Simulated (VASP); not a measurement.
# Ti2B2Os: single point with PBE

The system is Ti2B2Os.

```
CELL_PARAMETERS angstrom
4.13960 0.00000 0.00000
0.00000 4.13960 0.00000
0.00000 0.00000 5.44772
ATOMIC_POSITIONS crystal
Ti 0.00000 0.50000 0.50000
Ti 0.50000 0.00000 0.50000
B 0.00000 0.00000 0.35462
B 0.00000 0.00000 0.64538
Os 0.00000 0.00000 0.00000
```

The cell was generated, and may not be a known phase.

- Program: VASP 6.6.1
- Task: single point
- Functional: PBE
- Potentials or basis: VASP PAW PBE potentials, release 64 (Ti_sv, B, Os_sv_GW)
- Cutoff: 560 eV
- k mesh: 6 × 6 × 4
- Occupations: gaussian, width 0.1 eV
- Spin: no spin polarisation

* Pressure: -0.5 GPa
* Band gap on the k mesh: zero (bands 23 and 24 overlap by 0.83 eV)

Stress tensor (GPa, compression positive):
```
-0.51  0.00  0.00
 0.00 -0.51  0.00
 0.00  0.00 -0.41
```

Levels at points of the mesh, in eV from the Fermi level:
```csv
k point,band 19,band 20,band 21,band 22,band 23,band 24,band 25,band 26,band 27,band 28
"(0.00, 0.00, 0.00)",-1.37,-1.25,-1.25,-1.21,-1.13,0.05,0.92,0.92,1.83,1.83
"(0.50, 0.00, 0.00)",-2.24,-1.65,-0.64,-0.52,0.24,0.34,0.55,1.02,1.19,1.20
"(0.50, 0.50, 0.00)",-2.48,-1.10,-0.22,0.13,0.32,0.32,0.74,0.74,0.75,1.65
"(0.00, 0.00, 0.50)",-1.51,-1.51,-1.16,-1.03,-0.98,-0.08,1.67,1.67,1.68,1.73
"(0.50, 0.00, 0.50)",-1.08,-1.06,-0.62,-0.46,-0.46,-0.17,0.21,0.33,1.37,1.40
"(0.50, 0.50, 0.50)",-0.96,-0.51,0.03,0.08,0.50,0.50,0.52,0.72,0.72,1.20
```

It took 110 s on 1 thread of Intel(R) Xeon(R) Platinum 8259CL CPU @ 2.50GHz (Skylake/Cascade Lake), on a shared host, peak memory 0.26 GiB.

Caveat: spin-orbit coupling is left out, which moves the levels of the heavy elements.
